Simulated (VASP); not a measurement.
# MgB2 (km) (P6/mmm) in VASP: single point with PBEsol

Aim: the single point of MgB2 (km) with PBEsol.

Everything below comes from runs of VASP 6.6.1. Logs are shortened: lines on timing, memory, paths and dates and some standing lists are left out, and cuts for length are marked.

**1. The cell of the first run**

It takes space group P6/mmm (No. 191, hexagonal). Conventional cell: a = 3.062 Å, b = 3.062 Å, c = 3.505 Å, α = 90.00°, β = 90.00°, γ = 120.00°. Mg (site symmetry 6/mmm) has 12 B at 2.49 Å and 6 Mg at 3.06 Å within 3.3 Å. Within 2.3 Å of B (site symmetry -6m2) lie 3 B at 1.77 Å.

**2. Single point, PBEsol**

File INCAR:

```
SYSTEM = MgB2
ALGO = Normal
EDIFF = 1E-6
ENCUT = 600
GGA = PS
GGA_COMPAT = .False.
ISIF = 2
ISMEAR = 0
LASPH = .True.
LCHARG = .False.
LREAL = .False.
LWAVE = .False.
NBANDS = 11
NELM = 120
PREC = Accurate
SIGMA = 0.1
```

File KPOINTS:

```
k-points
0
Gamma
  6 6 4
  0 0 0
```

File POSCAR:

```
MgB2
1.0
    3.0616662444      0.0000000000      0.0000000000
   -1.5308331222      2.6514807456      0.0000000000
    0.0000000000      0.0000000000      3.5045635065
Mg B
1 2
Direct
    0.0000000000      0.0000000000      0.0000000000
    0.6666666667      0.3333333333      0.5000000000
    0.3333333333      0.6666666667      0.5000000000
```

Potentials or basis: VASP PAW PBE potentials, release 64 (Mg, B).

On the command line:

```console
cat potpaw_PBE.64/Mg/POTCAR potpaw_PBE.64/B/POTCAR > POTCAR
mpirun -np 1 vasp_std > vasp.out
```

OUTCAR:

```text
SYSTEM = MgB2
   EDIFF = 1E-6
   ENCUT = 600
   GGA = PS
   ISIF = 2
   ISMEAR = 0
   LASPH = .True.
   LREAL = .False.
   NELM = 120
   PREC = Accurate

 ion  position               nearest neighbor table
   1  0.000  0.000  0.000-   2 2.49   3 2.49   2 2.49   3 2.49   2 2.49   2 2.49   3 2.49   3 2.49
                             2 2.49   2 2.49   3 2.49   3 2.49
   2  0.667  0.333  0.500-   3 1.77   3 1.77   3 1.77   1 2.49   1 2.49   1 2.49   1 2.49   1 2.49
                             1 2.49
   3  0.333  0.667  0.500-   2 1.77   2 1.77   2 1.77   1 2.49   1 2.49   1 2.49   1 2.49   1 2.49
                             1 2.49

  LATTYP: Found a hexagonal cell.
 ALAT       =     3.0616662444
 C/A-ratio  =     1.1446588971

  Lattice vectors:

 A1 = (   3.0616662444,   0.0000000000,   0.0000000000)
 A2 = (  -1.5308331222,   2.6514807456,   0.0000000000)
 A3 = (   0.0000000000,   0.0000000000,   3.5045635065)

Analysis of symmetry for initial positions (statically):
=====================================================================
 Subroutine PRICEL returns:
 Original cell was already a primitive cell.

 Routine SETGRP: Setting up the symmetry group for a
 hexagonal supercell.

 Subroutine GETGRP returns: Found 24 space group operations
 (whereof 24 operations were pure point group operations)
 out of a pool of 24 trial point group operations.

The static configuration has the point symmetry D_6h.

Analysis of symmetry for dynamics (positions and initial velocities):
=====================================================================
 Subroutine PRICEL returns:
 Original cell was already a primitive cell.

 Routine SETGRP: Setting up the symmetry group for a
 hexagonal supercell.

 Subroutine GETGRP returns: Found 24 space group operations
 (whereof 24 operations were pure point group operations)
 out of a pool of 24 trial point group operations.

The dynamic configuration has the point symmetry D_6h.

 Subroutine INISYM returns: Found 24 space group operations
 (whereof 24 operations are pure point group operations),
 and found     1 'primitive' translations

----------------------------------------------------------------------------------------

                                     Primitive cell

  volume of cell :      28.4499

  direct lattice vectors                    reciprocal lattice vectors
     3.061666244  0.000000000  0.000000000     0.326619533  0.188573875  0.000000000
    -1.530833122  2.651480746  0.000000000     0.000000000  0.377147751  0.000000000
     0.000000000  0.000000000  3.504563506     0.000000000  0.000000000  0.285342240

  length of vectors
     3.061666244  3.061666244  3.504563506     0.377147751  0.377147751  0.285342240

  position of ions in fractional coordinates (direct lattice)
     0.000000000  0.000000000  0.000000000
     0.666666667  0.333333333  0.500000000
     0.333333333  0.666666667  0.500000000

  ion indices of the primitive-cell ions
   primitive index   ion index
                 1           1
                 2           2
                 3           3

----------------------------------------------------------------------------------------

 KPOINTS: k-points

Automatic generation of k-mesh.
 Grid dimensions read from file:
 generate k-points for:    6    6    4

 Generating k-lattice:

  Cartesian coordinates                     Fractional coordinates (reciprocal lattice)
     0.054436589  0.031428979  0.000000000     0.166666667 -0.000000000  0.000000000
     0.000000000  0.062857958  0.000000000     0.000000000  0.166666667  0.000000000
     0.000000000  0.000000000  0.071335560     0.000000000  0.000000000  0.250000000

  Length of vectors
     0.062857958  0.062857958  0.071335560

  Shift w.r.t. Gamma in fractional coordinates (k-lattice)
     0.000000000  0.000000000  0.000000000

 Subroutine IBZKPT returns following result:
 ===========================================

 Found     21 irreducible k-points:

 Following reciprocal coordinates:
            Coordinates               Weight
  0.000000  0.000000  0.000000      1.000000
  0.166667  0.000000  0.000000      6.000000
  0.333333  0.000000  0.000000      6.000000
  0.500000  0.000000  0.000000      3.000000
  0.166667  0.166667  0.000000      6.000000
  0.333333  0.166667  0.000000     12.000000
[... 13 lines left out ...]
  0.333333  0.166667  0.500000     12.000000
  0.333333  0.333333  0.500000      2.000000
   k-points           NKPTS =     21   k-points in BZ     NKDIM =     21   number of bands    NBANDS=     11
   number of dos      NEDOS =    301   number of ions     NIONS =      3
   total plane-waves  NPLWV =  16128
   dimension x,y,z NGX =    24 NGY =   24 NGZ =   28
   dimension x,y,z NGXF=    48 NGYF=   48 NGZF=   56
   ions per type =               1   2
   NGX,Y,Z   is equivalent  to a cutoff of  13.03, 13.03, 13.28 a.u.
   NGXF,Y,Z  is equivalent  to a cutoff of  26.06, 26.06, 26.56 a.u.
 SYSTEM =  MgB2
   PREC   = accura    normal or accurate (medium, high low for compatibility)
   ISTART =      0    job   : 0-new  1-cont  2-samecut
   ICHARG =      2    charge: 1-file 2-atom 10-const
   ISPIN  =      1    spin polarized calculation?
   LNONCOLLINEAR =      F non collinear calculations
   LSORBIT =      F    spin-orbit coupling
   LASPH  =      T    aspherical Exc in radial PAW
   ENCUT  =  600.0 eV  44.10 Ry    6.64 a.u.   6.11  6.11  7.00*2*pi/ulx,y,z
   NELM   =    120;   NELMIN=  2; NELMDL= -5     # of ELM steps
   EDIFF  = 0.1E-05   stopping-criterion for ELM
   LREAL  =      F    real-space projection
   EDIFFG = 0.1E-04   stopping-criterion for IOM
   NSW    =      0    number of steps for IOM
   IBRION =     -1    ionic relax: 0-MD 1-quasi-New 2-CG
   NFREE  =      0    steps in history (QN), initial steepest desc. (CG)
   ISIF   =      2    stress and relaxation
   ISYM   =      2    0-nonsym 1-usesym 2-fastsym
   POTIM  = 0.5000    time-step for ionic-motion
   TEBEG  =    0.0;   TEEND  =   0.0 temperature during run
   PSTRESS=    0.0 pullay stress
   NELECT =       8.0000    total number of electrons
   NUPDOWN=      -1.0000    fix difference up-down
   EMIN   =  10.00;   EMAX   =-10.00  energy-range for DOS
   EFERMI =   0.00;   METHOD = LEGACY
   ISMEAR =     0;   SIGMA  =   0.10  broadening in eV -4-tet -1-fermi 0-gaus
   EFERMI_NEDOS =   21; number of points for ismear=-14 and -15
   IALGO  =     38    algorithm
   IMIX   =      4    mixing-type and parameters
     AMIX     =   0.40;   BMIX     =  1.00
     AMIX_MAG =   1.60;   BMIX_MAG =  1.00
  volume/ion in A,a.u.               =       9.48        64.00
  Fermi-wavevector in a.u.,A,eV,Ry     =   1.072535  2.026797 15.651203  1.150331
  Thomas-Fermi vector in A             =   2.208308
   LORBIT       =      0    0 simple, 1 ext, 2 COOP (PROOUT), +10 PAW based schemes
   GGA     = PS    functional components
   LHFCALC =     F    Hartree Fock is set to
   AEXX    =    0.0000 exact exchange contribution
   IVDW    =     0    specifies the selected vdW correction
   LEPSILON=     F    determine dielectric tensor
   LRPA    =     F    only Hartree local field effects (RPA)
 non-spin polarized calculation
 Gauss-broadening in eV      SIGMA  =   0.10
  energy-cutoff  :      600.00
  volume of cell :       28.45
 maximum number of plane-waves:       972
   NGX = 13   NGY = 13   NGZ = 13

 number of electron       8.0000000 magnetization

 Free energy of the ion-electron system (eV)
  ---------------------------------------------------
  ext. energy  EPLUGINS =         0.00000000
  ---------------------------------------------------
  free energy    TOTEN  =       -16.21882327 eV

  energy without entropy =      -16.21439596  energy(sigma->0) =      -16.21660961

 E-fermi :   5.3834     XC(G=0): -11.0711

 val. band max:        5.1965140800   @ k =   0.1667   0.0000   0.5000
 cond. band min:       5.4138858628   @ k =   0.3333   0.1667   0.0000
 fundamental gap:      0.2173717828
 Fermi energy:         5.3833937209

 k-point     1 :       0.0000    0.0000    0.0000
  band No.  band energies     occupation
      1      -7.1634      2.00000
      2       2.3519      2.00000
      3       5.7823      0.00000
      4       5.7823      0.00000
      5       6.9773      0.00000
      6      11.7616      0.00000
      7      11.7616      0.00000
      8      13.7310      0.00000
      9      15.5011      0.00000
     10      18.1641      0.00000
     11      21.5960      0.00000

 k-point     2 :       0.1667    0.0000    0.0000
  band No.  band energies     occupation
      1      -6.6755      2.00000
      2       2.8269      2.00000
      3       3.7138      2.00000
      4       4.8505      2.00000
      5       7.4173      0.00000
      6      11.3082      0.00000
      7      13.6752      0.00000
      8      13.8794      0.00000
      9      14.5772      0.00000
     10      20.1219      0.00000
     11      20.3109      0.00000

 k-point     3 :       0.3333    0.0000    0.0000
  band No.  band energies     occupation
      1      -5.2358      2.00000
      2       0.2524      2.00000
      3       3.6472      2.00000
      4       4.1858      2.00000
      5       8.5886      0.00000
      6      10.4833      0.00000
      7      10.6238      0.00000
      8      14.1057      0.00000
      9      17.5323      0.00000
     10      18.6371      0.00000
     11      19.9082      0.00000
[... 225 lines left out ...]
 k-point    20 :       0.3333    0.1667    0.5000
  band No.  band energies     occupation
      1      -2.8072      2.00000
      2      -0.2352      2.00000
      3       1.3935      2.00000
      4       2.1217      2.00000
      5       4.9085      2.00000
      6      10.7620      0.00000
      7      13.3556      0.00000
      8      17.7648      0.00000
      9      18.2180      0.00000
     10      18.8428      0.00000
     11      20.8394      0.00000

 k-point    21 :       0.3333    0.3333    0.5000
  band No.  band energies     occupation
      1      -0.9898      2.00000
      2      -0.9898      2.00000
      3       0.0909      2.00000
      4       3.2883      2.00000
      5       3.2883      2.00000
      6       8.9641      0.00000
      7      17.1224      0.00000
      8      17.5215      0.00000
      9      17.5215      0.00000
     10      19.4342      0.00000
     11      19.4342      0.00000

------------------------ aborting loop because EDIFF is reached ----------------------------------------

  FORCE on cell =-STRESS in cart. coord.  units (eV):
  Direction    XX          YY          ZZ          XY          YZ          ZX
  --------------------------------------------------------------------------------------
  -------------------------------------------------------------------------------------
  Total        0.4858743      0.4858743     -0.9267711      0.0000000      0.0000000     -0.0000000
  in kB       27.3624057     27.3624057    -52.1918652      0.0000000      0.0000000     -0.0000000
  external PRESSURE =       0.8443154 kB  Pullay stress =       0.0000000 kB

 VOLUME and BASIS-vectors are now :
 -----------------------------------------------------------------------------
  energy-cutoff  :      600.00
  volume of cell :       28.45
      direct lattice vectors                 reciprocal lattice vectors
     3.061666244  0.000000000  0.000000000     0.326619533  0.188573875  0.000000000
    -1.530833122  2.651480746  0.000000000     0.000000000  0.377147751  0.000000000
     0.000000000  0.000000000  3.504563506     0.000000000  0.000000000  0.285342240

 POSITION                                       TOTAL-FORCE (eV/Angst)
 -----------------------------------------------------------------------------------
      0.00000      0.00000      0.00000        -0.000000     -0.000000      0.000000
      1.53083      0.88383      1.75228        -0.000000      0.000000      0.000000
     -0.00000      1.76765      1.75228         0.000000     -0.000000     -0.000000
 -----------------------------------------------------------------------------------
    total drift:                                0.000000     -0.000000      0.000000

  FREE ENERGIE OF THE ION-ELECTRON SYSTEM (eV)
  ---------------------------------------------------
  free  energy   TOTEN  =       -16.2188232675 eV

  energy  without entropy=      -16.2143959574  energy(sigma->0) =      -16.21660961
```

Wall time 4.8 s (1 thread of AMD EPYC 9R45 (Zen 5), shared host); peak memory 0.11 GiB.

Results:

```
Free energy            : -16.2188 eV
Pressure               : 0.1 GPa
Band gap on the k mesh : zero (band 4 reaches 7.16 eV, above the bottom of band 5 at 3.29 eV)
```

Caveat: the k points lie up to 0.45 Å⁻¹ apart; the PAW data sets were made with another functional, which shifts forces and pressure a little.
